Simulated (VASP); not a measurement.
A run of VASP 6.6.1 is set up as follows.

The input INCAR:

```
ALGO     = Normal         # electronic algorithm
EDIFF    = 1E-6           # SCF threshold, eV
ENCUT    = 520            # plane-wave cutoff, eV
GGA      = PS             # functional
ISIF     = 2              # what is computed and relaxed
ISMEAR   = -1             # smearing method
LASPH    = True           # aspherical terms in the spheres
LCHARG   = False          # write CHGCAR
LREAL    = False          # projectors in reciprocal space
LWAVE    = False          # write WAVECAR
NBANDS   = 15             # bands
NELM     = 80             # most SCF steps
PREC     = Accurate       # precision mode
SIGMA    = 0.05           # smearing width, eV
```

KPOINTS

```
k-points
0
Gamma
  9 9 5
```

The input POSCAR:

```
Os
1.0
    2.7067590000      0.0000000000      0.0000000000
   -1.3533795000      2.3441220559      0.0000000000
    0.0000000000      0.0000000000      4.3197000000
Os
2
Direct
    0.6666666667      0.3333333333      0.7500000000
    0.3333333333      0.6666666667      0.2500000000
```

Potentials or basis: VASP PAW PBE potentials, release 64 (Os).

Command:

```sh
$ cat potpaw_PBE.64/Os/POTCAR > POTCAR
$ mpirun -np 1 vasp_std > vasp.out
```

(1) What does it give for the band gap on the k mesh?

(2) What does it give for the pressure?

Results:

(1) zero (bands 8 and 9 overlap by 3.96 eV).

(2) 6.3 GPa.

Caveat: the cell stands under pressure; the PAW data sets were made with another functional, which shifts forces and pressure a little; spin-orbit coupling is left out, which moves the levels of the heavy elements.
